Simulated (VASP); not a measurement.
# Te (P6/mmm) in VASP: notebook

Te is run at these levels: PBE; tasks: single point.

Program: VASP 6.6.1. These are calculated values, not measurements. Logs are shortened: lines on timing, memory, paths and dates and some standing lists are left out, and cuts for length are marked.

### 1 The cell of the first run

The structure is hexagonal, space group P6/mmm (No. 191). Conventional cell: a = 5.545 Å, b = 5.545 Å, c = 3.274 Å, α = 90.00°, β = 90.00°, γ = 120.00°. Te (site symmetry 6/mmm) has 14 Te at 3.27 to 3.60 Å within 4.3 Å. Within 4.2 Å of Te (site symmetry -6m2) lie 11 Te at 3.20 to 3.60 Å.

### 2 Single point, PBE

The input, INCAR:

```
SYSTEM = Te
ALGO = Normal
EDIFF = 1E-6
ENCUT = 520
GGA = PE
ISIF = 2
ISMEAR = -1
LASPH = .True.
LCHARG = .False.
LREAL = .False.
LWAVE = .False.
NBANDS = 16
NELM = 80
PREC = Accurate
SIGMA = 0.1
```

The input, KPOINTS:

```
k-points
0
Gamma
  8 8 11
  0 0 0
```

The input, POSCAR:

```
Te
1.0
    5.5449214432      0.0000000000      0.0000000000
   -2.7724607216      4.8020428318      0.0000000000
    0.0000000000      0.0000000000      3.2739735986
Te
3
Direct
    1.0000000000      0.0000000000      0.0000000000
    0.3333333333      0.6666666667      0.5000000000
    0.6666666667      0.3333333333      0.5000000000
```

Potentials or basis: VASP PAW PBE potentials, release 64 (Te).

Launch:

```bash
$ cat potpaw_PBE.64/Te/POTCAR > POTCAR
$ mpirun -np 1 vasp_std > vasp.out
```

OUTCAR:

```text
SYSTEM = Te
   EDIFF = 1E-6
   ENCUT = 520
   GGA = PE
   ISIF = 2
   ISMEAR = -1
   LASPH = .True.
   LREAL = .False.
   NELM = 80
   PREC = Accurate

 ion  position               nearest neighbor table
   1  0.000  0.000  0.000-   2 3.60   3 3.60   2 3.60   3 3.60   2 3.60   2 3.60   3 3.60   3 3.60
                             3 3.60   3 3.60   2 3.60   2 3.60
   2  0.333  0.667  0.500-   3 3.20   3 3.20   3 3.20   1 3.60   1 3.60   1 3.60   1 3.60   1 3.60
                             1 3.60
   3  0.667  0.333  0.500-   2 3.20   2 3.20   2 3.20   1 3.60   1 3.60   1 3.60   1 3.60   1 3.60
                             1 3.60

  LATTYP: Found a hexagonal cell.
 ALAT       =     5.5449214432
 C/A-ratio  =     0.5904454431

  Lattice vectors:

 A1 = (   5.5449214432,   0.0000000000,   0.0000000000)
 A2 = (  -2.7724607216,   4.8020428318,   0.0000000000)
 A3 = (   0.0000000000,   0.0000000000,   3.2739735986)

Analysis of symmetry for initial positions (statically):
=====================================================================
 Subroutine PRICEL returns:
 Original cell was already a primitive cell.

 Routine SETGRP: Setting up the symmetry group for a
 hexagonal supercell.

 Subroutine GETGRP returns: Found 24 space group operations
 (whereof 24 operations were pure point group operations)
 out of a pool of 24 trial point group operations.

The static configuration has the point symmetry D_6h.

Analysis of symmetry for dynamics (positions and initial velocities):
=====================================================================
 Subroutine PRICEL returns:
 Original cell was already a primitive cell.

 Routine SETGRP: Setting up the symmetry group for a
 hexagonal supercell.

 Subroutine GETGRP returns: Found 24 space group operations
 (whereof 24 operations were pure point group operations)
 out of a pool of 24 trial point group operations.

The dynamic configuration has the point symmetry D_6h.

 Subroutine INISYM returns: Found 24 space group operations
 (whereof 24 operations are pure point group operations),
 and found     1 'primitive' translations

----------------------------------------------------------------------------------------

                                     Primitive cell

  volume of cell :      87.1759

  direct lattice vectors                    reciprocal lattice vectors
     5.544921443  0.000000000  0.000000000     0.180345206  0.104122353  0.000000000
    -2.772460722  4.802042832  0.000000000     0.000000000  0.208244706  0.000000000
     0.000000000  0.000000000  3.273973599     0.000000000  0.000000000  0.305439238

  length of vectors
     5.544921443  5.544921443  3.273973599     0.208244706  0.208244706  0.305439238

  position of ions in fractional coordinates (direct lattice)
     0.000000000  0.000000000  0.000000000
     0.333333333  0.666666667  0.500000000
     0.666666667  0.333333333  0.500000000

  ion indices of the primitive-cell ions
   primitive index   ion index
                 1           1
                 2           2
                 3           3

----------------------------------------------------------------------------------------

 KPOINTS: k-points

Automatic generation of k-mesh.
 Grid dimensions read from file:
 generate k-points for:    8    8   11

 Generating k-lattice:

  Cartesian coordinates                     Fractional coordinates (reciprocal lattice)
     0.022543151  0.013015294  0.000000000     0.125000000  0.000000000  0.000000000
     0.000000000  0.026030588  0.000000000     0.000000000  0.125000000  0.000000000
     0.000000000  0.000000000  0.027767203     0.000000000  0.000000000  0.090909091

  Length of vectors
     0.026030588  0.026030588  0.027767203

  Shift w.r.t. Gamma in fractional coordinates (k-lattice)
     0.000000000  0.000000000  0.000000000

 Subroutine IBZKPT returns following result:
 ===========================================

 Found     60 irreducible k-points:

 Following reciprocal coordinates:
            Coordinates               Weight
  0.000000  0.000000  0.000000      1.000000
  0.125000  0.000000  0.000000      6.000000
  0.250000  0.000000  0.000000      6.000000
  0.375000  0.000000  0.000000      6.000000
  0.500000  0.000000  0.000000      3.000000
  0.125000  0.125000  0.000000      6.000000
[... 16 lines left out ...]
  0.250000  0.000000  0.181818     12.000000
  0.375000  0.000000  0.181818     12.000000
 [... further k-points ...]
   k-points           NKPTS =     60   k-points in BZ     NKDIM =     60   number of bands    NBANDS=     16
   number of dos      NEDOS =    301   number of ions     NIONS =      3
   total plane-waves  NPLWV =  42336
   dimension x,y,z NGX =    42 NGY =   42 NGZ =   24
   dimension x,y,z NGXF=    84 NGYF=   84 NGZF=   48
   ions per type =               3
   NGX,Y,Z   is equivalent  to a cutoff of  12.59, 12.59, 12.19 a.u.
   NGXF,Y,Z  is equivalent  to a cutoff of  25.18, 25.18, 24.37 a.u.
 SYSTEM =  Te
   PREC   = accura    normal or accurate (medium, high low for compatibility)
   ISTART =      0    job   : 0-new  1-cont  2-samecut
   ICHARG =      2    charge: 1-file 2-atom 10-const
   ISPIN  =      1    spin polarized calculation?
   LNONCOLLINEAR =      F non collinear calculations
   LSORBIT =      F    spin-orbit coupling
   LASPH  =      T    aspherical Exc in radial PAW
   ENCUT  =  520.0 eV  38.22 Ry    6.18 a.u.  10.31 10.31  6.09*2*pi/ulx,y,z
   NELM   =     80;   NELMIN=  2; NELMDL= -5     # of ELM steps
   EDIFF  = 0.1E-05   stopping-criterion for ELM
   LREAL  =      F    real-space projection
   EDIFFG = 0.1E-04   stopping-criterion for IOM
   NSW    =      0    number of steps for IOM
   IBRION =     -1    ionic relax: 0-MD 1-quasi-New 2-CG
   NFREE  =      0    steps in history (QN), initial steepest desc. (CG)
   ISIF   =      2    stress and relaxation
   ISYM   =      2    0-nonsym 1-usesym 2-fastsym
   POTIM  = 0.5000    time-step for ionic-motion
   TEBEG  =    0.0;   TEEND  =   0.0 temperature during run
   PSTRESS=    0.0 pullay stress
   NELECT =      18.0000    total number of electrons
   NUPDOWN=      -1.0000    fix difference up-down
   EMIN   =  10.00;   EMAX   =-10.00  energy-range for DOS
   EFERMI =   0.00;   METHOD = LEGACY
   ISMEAR =    -1;   SIGMA  =   0.10  broadening in eV -4-tet -1-fermi 0-gaus
   EFERMI_NEDOS =   21; number of points for ismear=-14 and -15
   IALGO  =     38    algorithm
   IMIX   =      4    mixing-type and parameters
     AMIX     =   0.40;   BMIX     =  1.00
     AMIX_MAG =   1.60;   BMIX_MAG =  1.00
  volume/ion in A,a.u.               =      29.06       196.10
  Fermi-wavevector in a.u.,A,eV,Ry     =   0.967610  1.828517 12.738702  0.936268
  Thomas-Fermi vector in A             =   2.097510
   LORBIT       =      0    0 simple, 1 ext, 2 COOP (PROOUT), +10 PAW based schemes
   GGA     = PE    functional components
   LHFCALC =     F    Hartree Fock is set to
   AEXX    =    0.0000 exact exchange contribution
   IVDW    =     0    specifies the selected vdW correction
   LEPSILON=     F    determine dielectric tensor
   LRPA    =     F    only Hartree local field effects (RPA)
 non-spin polarized calculation
  energy-cutoff  :      520.00
  volume of cell :       87.18
 maximum number of plane-waves:      2382
 NGX is ok and might be reduce to    42
   NGX = 21   NGY = 21   NGZ = 13

 number of electron      18.0000000 magnetization

 Free energy of the ion-electron system (eV)
  ---------------------------------------------------
  ext. energy  EPLUGINS =         0.00000000
  ---------------------------------------------------
  free energy    TOTEN  =        -8.43863039 eV

  energy without entropy =       -8.35486341  energy(sigma->0) =       -8.39674690

 E-fermi :   7.6551     XC(G=0):  -9.9765

 val. band max:        7.6209533946   @ k =   0.1250   0.0000   0.4545
 cond. band min:       7.6690280885   @ k =   0.5000   0.0000   0.0000
 fundamental gap:      0.0480746939
 Fermi energy:         7.6551240722

 k-point     1 :       0.0000    0.0000    0.0000
  band No.  band energies     occupation
      1      -6.2071      2.00000
      2      -2.8736      2.00000
      3      -2.8628      2.00000
      4       3.0709      2.00000
      5       3.0709      2.00000
      6       3.5366      2.00000
[... 8 lines left out ...]
     15      17.3282      0.00000
     16      17.3282      0.00000

 k-point     2 :       0.1250    0.0000    0.0000
  band No.  band energies     occupation
      1      -6.1181      2.00000
      2      -3.0345      2.00000
      3      -2.9631      2.00000
      4       2.5856      2.00000
      5       2.8424      2.00000
      6       4.1956      2.00000
[... 8 lines left out ...]
     15      16.8233      0.00000
     16      17.0002      0.00000

 k-point     3 :       0.2500    0.0000    0.0000
  band No.  band energies     occupation
      1      -5.8546      2.00000
      2      -3.5134      2.00000
      3      -3.1507      2.00000
      4       2.1055      2.00000
      5       3.1276      2.00000
      6       5.1883      2.00000
[... 8 lines left out ...]
     15      16.0449      0.00000
     16      16.5678      0.00000

 k-point     4 :       0.3750    0.0000    0.0000
  band No.  band energies     occupation
      1      -5.4308      2.00000
      2      -4.1634      2.00000
      3      -3.3013      2.00000
      4       1.8095      2.00000
      5       3.9567      2.00000
      6       6.3064      2.00000
[... 8 lines left out ...]
     15      15.3355      0.00000
     16      15.6197      0.00000
[... 324 lines left out ...]
 k-point    22 :       0.1250    0.0000    0.1818
  band No.  band energies     occupation
      1      -5.7224      2.00000
      2      -2.7339      2.00000
      3      -2.6608      2.00000
      4       2.9726      2.00000
      5       3.2070      2.00000
      6       4.5771      2.00000
[... 8 lines left out ...]
     15      15.7964      0.00000
     16      15.9204      0.00000

 k-point    23 :       0.2500    0.0000    0.1818
  band No.  band energies     occupation
      1      -5.4633      2.00000
      2      -3.1744      2.00000
      3      -2.8492      2.00000
      4       2.5107      2.00000
      5       3.4255      2.00000
      6       5.4476      2.00000
[... 8 lines left out ...]
     15      15.7699      0.00000
     16      16.3217      0.00000

 k-point    24 :       0.3750    0.0000    0.1818
  band No.  band energies     occupation
      1      -5.0487      2.00000
      2      -3.8007      2.00000
      3      -2.9868      2.00000
      4       2.2225      2.00000
      5       4.1192      2.00000
      6       5.9634      2.00000
[... 8 lines left out ...]
     15      15.7990      0.00000
     16      16.1014      0.00000

 [... further k-points ...]
[... 5 lines left out ...]
  --------------------------------------------------------------------------------------
  -------------------------------------------------------------------------------------
  Total        0.2308298      0.2308298     -0.8594140      0.0000000      0.0000000      0.0000000
  in kB        4.2423434      4.2423434    -15.7948823      0.0000000      0.0000000      0.0000000
  external PRESSURE =      -2.4367319 kB  Pullay stress =       0.0000000 kB

 VOLUME and BASIS-vectors are now :
 -----------------------------------------------------------------------------
  energy-cutoff  :      520.00
  volume of cell :       87.18
      direct lattice vectors                 reciprocal lattice vectors
     5.544921443  0.000000000  0.000000000     0.180345206  0.104122353  0.000000000
    -2.772460722  4.802042832  0.000000000     0.000000000  0.208244706  0.000000000
     0.000000000  0.000000000  3.273973599     0.000000000  0.000000000  0.305439238

 POSITION                                       TOTAL-FORCE (eV/Angst)
 -----------------------------------------------------------------------------------
      0.00000      0.00000      0.00000        -0.000000      0.000000     -0.000000
     -0.00000      3.20136      1.63699         0.000000      0.000000      0.000000
      2.77246      1.60068      1.63699        -0.000000     -0.000000     -0.000000
 -----------------------------------------------------------------------------------
    total drift:                               -0.000000      0.000000     -0.000000

  FREE ENERGIE OF THE ION-ELECTRON SYSTEM (eV)
  ---------------------------------------------------
  free  energy   TOTEN  =        -8.4386303896 eV

  energy  without entropy=       -8.3548634119  energy(sigma->0) =       -8.39674690
```

It took 1.9 min on 1 thread of AMD EPYC 7R43 (Zen 3), shared host; peak memory 0.19 GiB.

What came out:

* Free energy: -8.4386 eV
* Pressure: -0.2 GPa
* Band gap on the k mesh: zero (band 9 reaches 10.33 eV, above the bottom of band 10 at 5.35 eV)

Levels at points of the mesh, in eV from the Fermi level:
```tsv
k point	band 7	band 8	band 9	band 10	band 11	band 12
(0.00, 0.00, 0.00)	-4.12	0.27	2.67	2.67	3.02	3.22
(0.50, 0.00, 0.00)	-0.32	0.01	0.33	1.45	1.62	2.70
```

Caveat: spin-orbit coupling is left out, which moves the levels of the heavy elements.

[end of part 1 of 2]
